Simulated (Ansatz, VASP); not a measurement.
Mo in VASP and in Ansatz

```
CELL_PARAMETERS angstrom
-1.57541 1.57541 1.57541
1.57541 -1.57541 1.57541
1.57541 1.57541 -1.57541
ATOMIC_POSITIONS crystal
Mo 0.00000 0.00000 0.00000
```

Alike in both runs: task electric field gradients; functional r2SCAN; k mesh 20 × 20 × 20; occupations gaussian, width 0.05 eV; no spin polarisation.

|  | VASP | Ansatz |
| --- | --- | --- |
| version | VASP 6.6.1 | Ansatz 0.2.0 |
| potentials or method | VASP PAW PBE potentials, release 64 (Mo_sv), cutoff 520 eV | scalar-relativistic, plane waves, PAW |
| valence electrons in the cell | 14 | 14 |

Ansatz gave:

| Item | Value |
| --- | --- |
| gap on the k mesh at the Fermi level (eV) | none |
| pressure (GPa) | 0.0 |

What did VASP give for the same quantities?

gap on the k mesh at the Fermi level (eV): none; pressure (GPa): 1.2.

VASP's potentials were made for PBE, not for r2SCAN. A gap of «none» marks a metal or a gap that the smearing closes.
